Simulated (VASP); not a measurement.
Runs of VASP 6.6.1 on Br. The structure is that of space group Im-3m (No. 229), or close to it. The cells are those of the table. 

```tsv
task	cell	k mesh for the DOS	occupations for the DOS	gap on the mesh (eV)	pressure (GPa)
single point	a = 2.755 Å, angles 109.5°, 1 atom	-	-	none	(a)
single point	a = 3.267 Å, angles 109.5°, 1 atom	-	-	none	0.0
single point	a = 3.154 Å, angles 109.5°, 1 atom	-	-	none	3.9
single point	a = 2.407 Å, angles 109.5°, 1 atom	-	-	none	242.0
```

Alike in all rows: level PBE; potentials or basis VASP PAW PBE potentials, release 64 (Br); no spin polarisation; k mesh 16 × 16 × 16; cutoff (eV) 520; smearing fermi-dirac 0.08 eV.

**Question.** Estimate the missing entries.

**Answer.** (a) 53.0.

Caveats: an odd number of electrons without spin polarisation forces a metal; a magnetic or distorted state may lie lower.

A k mesh can miss the band edges, and the runs leave out spin-orbit coupling on Br.

A gap of «none» marks levels without a gap at the run's occupations.
